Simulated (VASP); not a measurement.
# Sr3Cl4 (Pm-3m) in VASP: further runs

The runs below take Sr3Cl4 through single point, with PBE.

Program: VASP 6.6.1. These are calculated values, not measurements. Logs are shortened: lines on timing, memory, paths and dates and some standing lists are left out, and cuts for length are marked.

**1. The cell of the first run**

The structure is cubic, space group Pm-3m (No. 221). The conventional cell has a = 5.344 Å, b = 5.344 Å, c = 5.344 Å, α = 90.00°, β = 90.00°, γ = 90.00°. Within 3.5 Å of Sr (site symmetry 4/mmm) lie 6 Cl at 2.67 Å. Cl (site symmetry 4/mmm) has 4 Sr at 2.67 Å within 3.5 Å. Cl (site symmetry m-3m) has 6 Sr at 2.67 Å within 3.5 Å.

The cell was built from a structure type or drawn by symmetry, and may not be a known phase.

**2. Single point, PBE**

Contents of INCAR:

```
SYSTEM = Sr3Cl4
PREC = Accurate ; ENCUT = 520
EDIFF = 1E-6 ; ISMEAR = 0
SIGMA = 0.1 ; LREAL = .False.
LASPH = .True. ; NELM = 60
ALGO = Normal ; ISIF = 2
LWAVE = .False. ; LCHARG = .False.
GGA = PE ; NBANDS = 38
```

Contents of KPOINTS:

```
Automatic mesh
0
Gamma
  4 4 4
  0 0 0
```

Contents of POSCAR:

```
Sr3Cl4
1.0
    5.3444407400      0.0000000000      0.0000000000
    0.0000000000      5.3444407400      0.0000000000
    0.0000000000      0.0000000000      5.3444407400
Sr Cl
3 4
Direct
    0.5000000000      0.0000000000      0.0000000000
    0.0000000000      0.5000000000      0.0000000000
    0.0000000000      0.0000000000      0.5000000000
    0.0000000000      0.5000000000      0.5000000000
    0.5000000000      0.0000000000      0.5000000000
    0.5000000000      0.5000000000      0.0000000000
    0.0000000000      0.0000000000      0.0000000000
```

Potentials or basis: VASP PAW PBE potentials, release 64 (Sr_sv, Cl).

Run with:

```console
> cat potpaw_PBE.64/Sr_sv/POTCAR potpaw_PBE.64/Cl/POTCAR > POTCAR
> mpirun -np 1 vasp_std > vasp.out
```

OUTCAR:

```text
SYSTEM = Sr3Cl4
   PREC = Accurate
   ENCUT = 520
   EDIFF = 1E-6
   ISMEAR = 0
   LREAL = .False.
   LASPH = .True.
   NELM = 60
   ISIF = 2
   GGA = PE

 ion  position               nearest neighbor table
   1  0.500  0.000  0.000-   5 2.67   6 2.67   7 2.67   5 2.67   6 2.67   7 2.67   3 3.78   2 3.78
                             2 3.78   2 3.78   3 3.78   3 3.78   3 3.78   2 3.78
   2  0.000  0.500  0.000-   4 2.67   6 2.67   7 2.67   4 2.67   7 2.67   6 2.67   3 3.78   1 3.78
                             3 3.78   1 3.78   3 3.78   1 3.78   3 3.78   1 3.78
   3  0.000  0.000  0.500-   4 2.67   5 2.67   7 2.67   7 2.67   4 2.67   5 2.67   2 3.78   2 3.78
                             2 3.78   1 3.78   2 3.78   1 3.78   1 3.78   1 3.78
   4  0.000  0.500  0.500-   2 2.67   3 2.67   2 2.67   3 2.67
   5  0.500  0.000  0.500-   1 2.67   3 2.67   1 2.67   3 2.67
   6  0.500  0.500  0.000-   1 2.67   2 2.67   1 2.67   2 2.67
   7  0.000  0.000  0.000-   1 2.67   2 2.67   3 2.67   3 2.67   2 2.67   1 2.67

  LATTYP: Found a simple cubic cell.
 ALAT       =     5.3444407400

  Lattice vectors:

 A1 = (   5.3444407400,   0.0000000000,   0.0000000000)
 A2 = (   0.0000000000,   5.3444407400,   0.0000000000)
 A3 = (   0.0000000000,   0.0000000000,   5.3444407400)

Analysis of symmetry for initial positions (statically):
=====================================================================
 Subroutine PRICEL returns:
 Original cell was already a primitive cell.

 Routine SETGRP: Setting up the symmetry group for a
 simple cubic supercell.

 Subroutine GETGRP returns: Found 48 space group operations
 (whereof 48 operations were pure point group operations)
 out of a pool of 48 trial point group operations.

The static configuration has the point symmetry O_h .

Analysis of symmetry for dynamics (positions and initial velocities):
=====================================================================
 Subroutine PRICEL returns:
 Original cell was already a primitive cell.

 Routine SETGRP: Setting up the symmetry group for a
 simple cubic supercell.

 Subroutine GETGRP returns: Found 48 space group operations
 (whereof 48 operations were pure point group operations)
 out of a pool of 48 trial point group operations.

The dynamic configuration has the point symmetry O_h .

[... 93 lines left out ...]
   EDIFF  = 0.1E-05   stopping-criterion for ELM
   LREAL  =      F    real-space projection
   EDIFFG = 0.1E-04   stopping-criterion for IOM
   NSW    =      0    number of steps for IOM
   IBRION =     -1    ionic relax: 0-MD 1-quasi-New 2-CG
   NFREE  =      0    steps in history (QN), initial steepest desc. (CG)
   ISIF   =      2    stress and relaxation
   ISYM   =      2    0-nonsym 1-usesym 2-fastsym
   POTIM  = 0.5000    time-step for ionic-motion
   TEBEG  =    0.0;   TEEND  =   0.0 temperature during run
   PSTRESS=    0.0 pullay stress
   NELECT =      58.0000    total number of electrons
   NUPDOWN=      -1.0000    fix difference up-down
   EMIN   =  10.00;   EMAX   =-10.00  energy-range for DOS
   EFERMI =   0.00;   METHOD = LEGACY
   ISMEAR =     0;   SIGMA  =   0.10  broadening in eV -4-tet -1-fermi 0-gaus
   EFERMI_NEDOS =   21; number of points for ismear=-14 and -15
   IALGO  =     38    algorithm
   IMIX   =      4    mixing-type and parameters
     AMIX     =   0.40;   BMIX     =  1.00
     AMIX_MAG =   1.60;   BMIX_MAG =  1.00
  volume/ion in A,a.u.               =      21.81       147.17
  Fermi-wavevector in a.u.,A,eV,Ry     =   1.185719  2.240685 19.128843  1.405930
  Thomas-Fermi vector in A             =   2.321907
   LORBIT       =      0    0 simple, 1 ext, 2 COOP (PROOUT), +10 PAW based schemes
   GGA     = PE    functional components
   LHFCALC =     F    Hartree Fock is set to
   AEXX    =    0.0000 exact exchange contribution
   IVDW    =     0    specifies the selected vdW correction
   LEPSILON=     F    determine dielectric tensor
   LRPA    =     F    only Hartree local field effects (RPA)
 non-spin polarized calculation
 Gauss-broadening in eV      SIGMA  =   0.10
  energy-cutoff  :      520.00
  volume of cell :      152.65
 maximum number of plane-waves:      4130
 NGX is ok and might be reduce to    40
   NGX = 19   NGY = 19   NGZ = 19

 number of electron      57.9999993 magnetization

 Free energy of the ion-electron system (eV)
  ---------------------------------------------------
  ext. energy  EPLUGINS =         0.00000000
  ---------------------------------------------------
  free energy    TOTEN  =       -22.66981016 eV

  energy without entropy =      -22.65766884  energy(sigma->0) =      -22.66373950

 E-fermi :   6.7817     XC(G=0):  -9.6990

 val. band max:        6.4159039498   @ k =   0.5000   0.2500   0.0000
 cond. band min:       6.8291574775   @ k =   0.2500   0.2500   0.0000
 fundamental gap:      0.4132535277
 Fermi energy:         6.7816503668

 k-point     1 :       0.0000    0.0000    0.0000
  band No.  band energies     occupation
      1     -29.5505      2.00000
      2     -29.4407      2.00000
      3     -29.4407      2.00000
      4     -12.7956      2.00000
      5     -12.2783      2.00000
      6     -12.2783      2.00000
[... 399 lines left out ...]
     37      11.1137      0.00000
     38      11.1139      0.00000

------------------------ aborting loop because EDIFF is reached ----------------------------------------

  FORCE on cell =-STRESS in cart. coord.  units (eV):
  Direction    XX          YY          ZZ          XY          YZ          ZX
  --------------------------------------------------------------------------------------
  -------------------------------------------------------------------------------------
  Total       20.1367781     20.1367781     20.1367781      0.0000000      0.0000000      0.0000000
  in kB      211.3458714    211.3458714    211.3458714      0.0000000      0.0000000      0.0000000
  external PRESSURE =     211.3458714 kB  Pullay stress =       0.0000000 kB

 VOLUME and BASIS-vectors are now :
 -----------------------------------------------------------------------------
  energy-cutoff  :      520.00
  volume of cell :      152.65
      direct lattice vectors                 reciprocal lattice vectors
     5.344440740  0.000000000  0.000000000     0.187110317  0.000000000  0.000000000
     0.000000000  5.344440740  0.000000000     0.000000000  0.187110317  0.000000000
     0.000000000  0.000000000  5.344440740     0.000000000  0.000000000  0.187110317

 POSITION                                       TOTAL-FORCE (eV/Angst)
 -----------------------------------------------------------------------------------
      2.67222      0.00000      0.00000         0.000000      0.000000      0.000000
      0.00000      2.67222      0.00000         0.000000      0.000000      0.000000
      0.00000      0.00000      2.67222         0.000000      0.000000      0.000000
      0.00000      2.67222      2.67222         0.000000      0.000000      0.000000
      2.67222      0.00000      2.67222         0.000000      0.000000      0.000000
      2.67222      2.67222      0.00000         0.000000      0.000000      0.000000
      0.00000      0.00000      0.00000         0.000000      0.000000      0.000000
 -----------------------------------------------------------------------------------
    total drift:                                0.000000      0.000000     -0.000000

  FREE ENERGIE OF THE ION-ELECTRON SYSTEM (eV)
  ---------------------------------------------------
  free  energy   TOTEN  =       -22.6698101644 eV

  energy  without entropy=      -22.6576688420  energy(sigma->0) =      -22.66373950
```

OSZICAR:

```text
N       E                     dE             d eps       ncg     rms          rms(c)
DAV:   1     0.411396350429E+03    0.41140E+03   -0.28549E+04   760   0.140E+03
DAV:   2     0.713161356434E+01   -0.40426E+03   -0.39336E+03   994   0.312E+02
DAV:   3    -0.219056157825E+02   -0.29037E+02   -0.28898E+02  1064   0.744E+01
DAV:   4    -0.231339198392E+02   -0.12283E+01   -0.12234E+01  1232   0.140E+01
DAV:   5    -0.231746975307E+02   -0.40778E-01   -0.40774E-01  1082   0.200E+00    0.463E+01
DAV:   6    -0.227684373141E+02    0.40626E+00   -0.57244E-01   920   0.330E+00    0.278E+01
DAV:   7    -0.226720083886E+02    0.96429E-01   -0.60258E-01   960   0.385E+00    0.156E+00
DAV:   8    -0.226674090591E+02    0.45993E-02   -0.67923E-02  1008   0.105E+00    0.459E-01
DAV:   9    -0.226691244500E+02   -0.17154E-02   -0.50787E-03  1064   0.327E-01    0.181E-01
DAV:  10    -0.226696107042E+02   -0.48625E-03   -0.59059E-04   960   0.110E-01    0.577E-02
DAV:  11    -0.226697826419E+02   -0.17194E-03   -0.19880E-04   912   0.634E-02    0.228E-02
DAV:  12    -0.226698083112E+02   -0.25669E-04   -0.40177E-05  1024   0.286E-02    0.718E-03
DAV:  13    -0.226698100732E+02   -0.17620E-05   -0.36140E-06   848   0.899E-03    0.486E-03
DAV:  14    -0.226698101644E+02   -0.91226E-07   -0.33560E-07   616   0.298E-03
   1 F= -.22669810E+02 E0= -.22663740E+02  d E =-.121413E-01
```

stdout:

```text
POSCAR found type information on POSCAR SrCl
 POSCAR found :  2 types and       7 ions
 scaLAPACK will be used
 LDA part: xc-table for (Slater+PW92), standard interpolation
 POSCAR, INCAR and KPOINTS ok, starting setup
 FFT: planning ... GRIDC
 FFT: planning ... GRID_SOFT
 FFT: planning ... GRID
 WAVECAR not read
 entering main loop
```

It took 24 s on 1 thread of Intel Xeon 6975P-C (Granite Rapids), shared host; peak memory 0.26 GiB.

Results:

```
Free energy            : -22.6698 eV
Pressure               : 21.1 GPa
Band gap on the k mesh : zero (bands 29 and 30 overlap by 4.10 eV)
```

Caveat: the cell stands under pressure.

(Part 1 of 2 ends here.)
